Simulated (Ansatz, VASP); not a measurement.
## TaN in VASP and in Ansatz

```
Ta N
1.0
     3.06069    0.00000    0.00000
    -1.53035    2.65064    0.00000
     0.00000    0.00000    2.82961
Ta N
1 1
Direct
  0.33333 0.66667 0.50000
  0.00000 0.00000 0.00000
```

Alike in both runs: task single point; functional PBEsol; k mesh 21 × 21 × 18; occupations gaussian, width 0.15 eV; no spin polarisation.

```csv
,VASP,Ansatz
version,VASP 6.6.1,Ansatz 0.2.0
potentials or method,"VASP PAW PBE potentials, release 64 (Ta_pv, N), cutoff 520 eV","scalar-relativistic, plane waves, PAW"
valence electrons in the cell,16,18
```

VASP gave:

| Quantity | Value |
| --- | --- |
| gap on the k mesh at the Fermi level (eV) | none |
| pressure (GPa) | -21.0 |
| traceless stress, the component that is largest in VASP (GPa) | 21.14 |

Problem. What did Ansatz give for the same quantities?

Solution. gap on the k mesh at the Fermi level (eV): none; pressure (GPa): -21.6; traceless stress, the component that is largest in VASP (GPa): 21.04.

VASP's potentials were made for PBE, not for PBEsol. A gap of «none» marks a metal or a gap that the smearing closes. The functional is the same, so the differences come from potentials, cutoffs and numerics. VASP's potentials hold 16 valence electrons a cell and Ansatz's 18, so a difference there can come from the potentials and not from the codes.

Spin-orbit coupling is off throughout.
